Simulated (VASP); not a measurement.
# Cd (P6_3/mmc) in VASP: a series of runs

Runs on Cd. Level: PBE. Tasks: single point.

Everything below comes from runs of VASP 6.6.1. Logs are shortened: lines on timing, memory, paths and dates and some standing lists are left out, and cuts for length are marked.

### 1 The cell of the first run

It takes space group P6_3/mmc (No. 194, hexagonal). The conventional cell has a = 2.860 Å, b = 2.860 Å, c = 5.618 Å, α = 90.00°, β = 90.00°, γ = 120.00°. Cd (site symmetry -6m2) has 12 Cd at 2.86 to 3.26 Å within 3.8 Å.

### 2 Single point, PBE (strain -0.0400 x Voigt [1, 1, 0, 0, 0, 0])

Contents of INCAR:

```
SYSTEM = Cd
PREC     = Accurate       ! precision mode
ENCUT    = 520            ! plane-wave cutoff, eV
EDIFF    = 1E-7           ! SCF threshold, eV
ISMEAR   = 0              ! smearing method
SIGMA    = 0.15           ! smearing width, eV
LREAL    = .FALSE.        ! projectors in reciprocal space
LASPH    = .TRUE.         ! aspherical terms in the spheres
NELM     = 100            ! most SCF steps
ALGO     = Fast           ! electronic algorithm
ISIF     = 2              ! what is computed and relaxed
LWAVE    = .FALSE.        ! write WAVECAR
LCHARG   = .FALSE.        ! write CHGCAR
GGA      = PE             ! functional
NBANDS   = 19             ! bands
```

Contents of KPOINTS:

```
regular mesh
0
G
  18 18 8
  0 0 0
```

Contents of POSCAR:

```
Cd
1.0
    2.8597176077      0.0000000000      0.0000000000
   -1.4298588039      2.4765880960      0.0000000000
    0.0000000000      0.0000000000      5.6176500000
Cd
2
Direct
    0.3333333333      0.6666666667      0.2500000000
    0.6666666667      0.3333333333      0.7500000000
```

Potentials or basis: VASP PAW PBE potentials, release 64 (Cd).

Started as:

```
cat potpaw_PBE.64/Cd/POTCAR > POTCAR
mpirun -np 1 vasp_std > vasp.out
```

OUTCAR:

```text
SYSTEM = Cd
   PREC = Accurate
   ENCUT = 520
   EDIFF = 1E-7
   ISMEAR = 0
   LREAL = .FALSE.
   LASPH = .TRUE.
   NELM = 100
   ISIF = 2
   GGA = PE

 ion  position               nearest neighbor table
   1  0.333  0.667  0.250-   2 3.26   2 3.26   2 3.26   2 3.26   2 3.26   2 3.26
   2  0.667  0.333  0.750-   1 3.26   1 3.26   1 3.26   1 3.26   1 3.26   1 3.26

  LATTYP: Found a hexagonal cell.
 ALAT       =     2.8597176077
 C/A-ratio  =     1.9644072495

  Lattice vectors:

 A1 = (   2.8597176077,   0.0000000000,   0.0000000000)
 A2 = (  -1.4298588039,   2.4765880960,   0.0000000000)
 A3 = (   0.0000000000,   0.0000000000,   5.6176500000)

Analysis of symmetry for initial positions (statically):
=====================================================================
 Subroutine PRICEL returns:
 Original cell was already a primitive cell.

 Routine SETGRP: Setting up the symmetry group for a
 hexagonal supercell.

 Subroutine GETGRP returns: Found 24 space group operations
 (whereof 12 operations were pure point group operations)
 out of a pool of 24 trial point group operations.

The static configuration has the point symmetry D_3d.
 The point group associated with its full space group is D_6h.

Analysis of symmetry for dynamics (positions and initial velocities):
=====================================================================
 Subroutine PRICEL returns:
 Original cell was already a primitive cell.

 Routine SETGRP: Setting up the symmetry group for a
 hexagonal supercell.

 Subroutine GETGRP returns: Found 24 space group operations
 (whereof 12 operations were pure point group operations)
 out of a pool of 24 trial point group operations.

The dynamic configuration has the point symmetry D_3d.
 The point group associated with its full space group is D_6h.

 Subroutine INISYM returns: Found 24 space group operations
 (whereof 12 operations are pure point group operations),
 and found     1 'primitive' translations

----------------------------------------------------------------------------------------

                                     Primitive cell

  volume of cell :      39.7861

  direct lattice vectors                    reciprocal lattice vectors
     2.859717608  0.000000000  0.000000000     0.349684877  0.201890658  0.000000000
    -1.429858804  2.476588096  0.000000000     0.000000000  0.403781316  0.000000000
     0.000000000  0.000000000  5.617650000     0.000000000  0.000000000  0.178010378

  length of vectors
     2.859717608  2.859717608  5.617650000     0.403781316  0.403781316  0.178010378

  position of ions in fractional coordinates (direct lattice)
     0.333333333  0.666666667  0.250000000
     0.666666667  0.333333333  0.750000000

  ion indices of the primitive-cell ions
   primitive index   ion index
                 1           1
                 2           2

----------------------------------------------------------------------------------------

 KPOINTS: regular mesh

Automatic generation of k-mesh.
 Grid dimensions read from file:
 generate k-points for:   18   18    8

 Generating k-lattice:

  Cartesian coordinates                     Fractional coordinates (reciprocal lattice)
     0.019426938  0.011216148  0.000000000     0.055555556 -0.000000000  0.000000000
     0.000000000  0.022432295  0.000000000     0.000000000  0.055555556  0.000000000
     0.000000000  0.000000000  0.022251297     0.000000000  0.000000000  0.125000000

  Length of vectors
     0.022432295  0.022432295  0.022251297

  Shift w.r.t. Gamma in fractional coordinates (k-lattice)
     0.000000000  0.000000000  0.000000000

 Subroutine IBZKPT returns following result:
 ===========================================

 Found    185 irreducible k-points:

 Following reciprocal coordinates:
            Coordinates               Weight
  0.000000  0.000000  0.000000      1.000000
  0.055556 -0.000000  0.000000      6.000000
  0.111111 -0.000000  0.000000      6.000000
  0.166667 -0.000000  0.000000      6.000000
  0.222222 -0.000000  0.000000      6.000000
  0.277778 -0.000000  0.000000      6.000000
[... 16 lines left out ...]
  0.333333  0.111111  0.000000     12.000000
  0.388889  0.111111  0.000000     12.000000
 [... further k-points ...]
   k-points           NKPTS =    185   k-points in BZ     NKDIM =    185   number of bands    NBANDS=     19
   number of dos      NEDOS =    301   number of ions     NIONS =      2
   total plane-waves  NPLWV =  24192
   dimension x,y,z NGX =    24 NGY =   24 NGZ =   42
   dimension x,y,z NGXF=    48 NGYF=   48 NGZF=   84
   ions per type =               2
   NGX,Y,Z   is equivalent  to a cutoff of  13.95, 13.95, 12.43 a.u.
   NGXF,Y,Z  is equivalent  to a cutoff of  27.90, 27.90, 24.86 a.u.
 SYSTEM =  Cd
   PREC   = accura    normal or accurate (medium, high low for compatibility)
   ISTART =      0    job   : 0-new  1-cont  2-samecut
   ICHARG =      2    charge: 1-file 2-atom 10-const
   ISPIN  =      1    spin polarized calculation?
   LNONCOLLINEAR =      F non collinear calculations
   LSORBIT =      F    spin-orbit coupling
   LASPH  =      T    aspherical Exc in radial PAW
   ENCUT  =  520.0 eV  38.22 Ry    6.18 a.u.   5.32  5.32 10.45*2*pi/ulx,y,z
   NELM   =    100;   NELMIN=  2; NELMDL= -5     # of ELM steps
   EDIFF  = 0.1E-06   stopping-criterion for ELM
   LREAL  =      F    real-space projection
   EDIFFG = 0.1E-05   stopping-criterion for IOM
   NSW    =      0    number of steps for IOM
   IBRION =     -1    ionic relax: 0-MD 1-quasi-New 2-CG
   NFREE  =      0    steps in history (QN), initial steepest desc. (CG)
   ISIF   =      2    stress and relaxation
   ISYM   =      2    0-nonsym 1-usesym 2-fastsym
   POTIM  = 0.5000    time-step for ionic-motion
   TEBEG  =    0.0;   TEEND  =   0.0 temperature during run
   PSTRESS=    0.0 pullay stress
   NELECT =      24.0000    total number of electrons
   NUPDOWN=      -1.0000    fix difference up-down
   EMIN   =  10.00;   EMAX   =-10.00  energy-range for DOS
   EFERMI =   0.00;   METHOD = LEGACY
   ISMEAR =     0;   SIGMA  =   0.15  broadening in eV -4-tet -1-fermi 0-gaus
   EFERMI_NEDOS =   21; number of points for ismear=-14 and -15
   IALGO  =     68    algorithm
   IMIX   =      4    mixing-type and parameters
     AMIX     =   0.40;   BMIX     =  1.00
     AMIX_MAG =   1.60;   BMIX_MAG =  1.00
  volume/ion in A,a.u.               =      19.89       134.25
  Fermi-wavevector in a.u.,A,eV,Ry     =   1.383252  2.613968 26.033207  1.913387
  Thomas-Fermi vector in A             =   2.507867
   LORBIT       =      0    0 simple, 1 ext, 2 COOP (PROOUT), +10 PAW based schemes
   GGA     = PE    functional components
   LHFCALC =     F    Hartree Fock is set to
   AEXX    =    0.0000 exact exchange contribution
   IVDW    =     0    specifies the selected vdW correction
   LEPSILON=     F    determine dielectric tensor
   LRPA    =     F    only Hartree local field effects (RPA)
 non-spin polarized calculation
 RMM-DIIS sequential band-by-band and
 Gauss-broadening in eV      SIGMA  =   0.15
  energy-cutoff  :      520.00
  volume of cell :       39.79
 maximum number of plane-waves:      1089
 NGX is ok and might be reduce to    24
   NGX = 11   NGY = 11   NGZ = 21

 number of electron      23.9999999 magnetization

 Free energy of the ion-electron system (eV)
  ---------------------------------------------------
  ext. energy  EPLUGINS =         0.00000000
  ---------------------------------------------------
  free energy    TOTEN  =        -1.30762957 eV

  energy without entropy =       -1.30427660  energy(sigma->0) =       -1.30595308

 E-fermi :   3.5622     XC(G=0): -11.4610

 val. band max:        3.4991305033   @ k =   0.0556   0.0556   0.2500
 cond. band min:       3.5858231168   @ k =   0.1111  -0.0000   0.2500
 fundamental gap:      0.0866926135
 Fermi energy:         3.5622296987

 k-point     1 :       0.0000    0.0000    0.0000
  band No.  band energies     occupation
      1      -6.7692      2.00000
      2      -6.5385      2.00000
      3      -5.9429      2.00000
      4      -5.9429      2.00000
      5      -5.8928      2.00000
      6      -5.8928      2.00000
[... 11 lines left out ...]
     18      20.1558      0.00000
     19      20.1558      0.00000

 k-point     2 :       0.0556   -0.0000    0.0000
  band No.  band energies     occupation
      1      -6.7263      2.00000
      2      -6.4855      2.00000
      3      -5.9615      2.00000
      4      -5.9096      2.00000
      5      -5.9068      2.00000
      6      -5.8577      2.00000
[... 11 lines left out ...]
     18      19.3364      0.00000
     19      20.5800      0.00000

 k-point     3 :       0.1111   -0.0000    0.0000
  band No.  band energies     occupation
      1      -6.6148      2.00000
      2      -6.3650      2.00000
      3      -6.0087      2.00000
      4      -5.9431      2.00000
      5      -5.8020      2.00000
      6      -5.7557      2.00000
[... 11 lines left out ...]
     18      18.5955      0.00000
     19      20.4433      0.00000

 k-point     4 :       0.1667   -0.0000    0.0000
  band No.  band energies     occupation
      1      -6.5102      2.00000
      2      -6.2699      2.00000
      3      -6.0652      2.00000
      4      -5.9097      2.00000
      5      -5.6378      2.00000
      6      -5.5961      2.00000
[... 11 lines left out ...]
     18      18.3994      0.00000
     19      18.4205      0.00000

 k-point     5 :       0.2222   -0.0000    0.0000
  band No.  band energies     occupation
      1      -6.5257      2.00000
      2      -6.3028      2.00000
      3      -5.9926      2.00000
      4      -5.7744      2.00000
      5      -5.7715      2.00000
      6      -5.4865      2.00000
[... 11 lines left out ...]
     18      16.7316      0.00000
     19      18.1811      0.00000

 k-point     6 :       0.2778   -0.0000    0.0000
  band No.  band energies     occupation
      1      -6.6235      2.00000
      2      -6.4211      2.00000
      3      -5.9974      2.00000
      4      -5.8361      2.00000
      5      -5.6232      2.00000
      6      -5.5701      2.00000
[... 11 lines left out ...]
     18      16.6977      0.00000
     19      17.9630      0.00000

 k-point     7 :       0.3333   -0.0000    0.0000
  band No.  band energies     occupation
      1      -6.7364      2.00000
      2      -6.5427      2.00000
      3      -6.1864      2.00000
      4      -5.7453      2.00000
      5      -5.6958      2.00000
      6      -5.4851      2.00000
[... 11 lines left out ...]
     18      17.6700      0.00000
     19      17.7972      0.00000

 k-point     8 :       0.3889   -0.0000    0.0000
  band No.  band energies     occupation
      1      -6.8332      2.00000
      2      -6.6426      2.00000
      3      -6.3280      2.00000
      4      -5.8418      2.00000
      5      -5.5856      2.00000
      6      -5.5255      2.00000
[... 256 lines left out ...]
 k-point    20 :       0.1667    0.1111    0.0000
  band No.  band energies     occupation
      1      -6.3631      2.00000
      2      -6.1682      2.00000
      3      -6.1049      2.00000
      4      -5.8967      2.00000
      5      -5.8092      2.00000
      6      -5.6149      2.00000
[... 11 lines left out ...]
     18      16.8432      0.00000
     19      17.6060      0.00000

 k-point    21 :       0.2222    0.1111    0.0000
  band No.  band energies     occupation
      1      -6.4689      2.00000
      2      -6.2718      2.00000
      3      -6.0077      2.00000
      4      -5.9316      2.00000
      5      -5.7086      2.00000
      6      -5.7033      2.00000
[... 11 lines left out ...]
     18      16.7444      0.00000
     19      16.9102      0.00000

 k-point    22 :       0.2778    0.1111    0.0000
  band No.  band energies     occupation
      1      -6.5833      2.00000
      2      -6.3866      2.00000
      3      -6.1751      2.00000
      4      -5.7890      2.00000
      5      -5.7494      2.00000
      6      -5.4995      2.00000
[... 11 lines left out ...]
     18      16.2673      0.00000
     19      16.5789      0.00000

 k-point    23 :       0.3333    0.1111    0.0000
  band No.  band energies     occupation
      1      -6.6784      2.00000
      2      -6.4806      2.00000
      3      -6.3002      2.00000
      4      -5.8503      2.00000
      5      -5.6084      2.00000
      6      -5.5664      2.00000
[... 11 lines left out ...]
     18      15.7534      0.00000
     19      16.2384      0.00000

 k-point    24 :       0.3889    0.1111    0.0000
  band No.  band energies     occupation
      1      -6.7405      2.00000
      2      -6.5418      2.00000
      3      -6.3771      2.00000
      4      -5.8885      2.00000
      5      -5.6125      2.00000
      6      -5.5203      2.00000
[... 11 lines left out ...]
     18      15.4227      0.00000
     19      16.0247      0.00000

 [... further k-points ...]
[... 5 lines left out ...]
  --------------------------------------------------------------------------------------
  -------------------------------------------------------------------------------------
  Total        3.3018943      3.3018943      1.5408241     -0.0000000      0.0000000      0.0000000
  in kB      132.9664718    132.9664718     62.0486057     -0.0000000      0.0000000      0.0000000
  external PRESSURE =     109.3271831 kB  Pullay stress =       0.0000000 kB

 VOLUME and BASIS-vectors are now :
 -----------------------------------------------------------------------------
  energy-cutoff  :      520.00
  volume of cell :       39.79
      direct lattice vectors                 reciprocal lattice vectors
     2.859717608  0.000000000  0.000000000     0.349684877  0.201890658  0.000000000
    -1.429858804  2.476588096  0.000000000     0.000000000  0.403781316  0.000000000
     0.000000000  0.000000000  5.617650000     0.000000000  0.000000000  0.178010378

 POSITION                                       TOTAL-FORCE (eV/Angst)
 -----------------------------------------------------------------------------------
     -0.00000      1.65106      1.40441        -0.000000      0.000000      0.000000
      1.42986      0.82553      4.21324         0.000000     -0.000000      0.000000
 -----------------------------------------------------------------------------------
    total drift:                                0.000000     -0.000000      0.000000

  FREE ENERGIE OF THE ION-ELECTRON SYSTEM (eV)
  ---------------------------------------------------
  free  energy   TOTEN  =        -1.3076295729 eV

  energy  without entropy=       -1.3042765955  energy(sigma->0) =       -1.30595308
```

Wall time 37 s (1 thread of Intel Xeon 6975P-C (Granite Rapids), shared host); peak memory 0.23 GiB.

Results:

| Quantity | Value |
| --- | --- |
| Free energy | -1.3076 eV |
| Pressure | 10.9 GPa |
| Band gap on the k mesh | zero (bands 12 and 13 overlap by 5.21 eV) |

Caveat: the cell differs from its parent crystal (strain -0.0400 x Voigt [1, 1, 0, 0, 0, 0]); the cell stands under pressure.

[end of part 1 of 2]
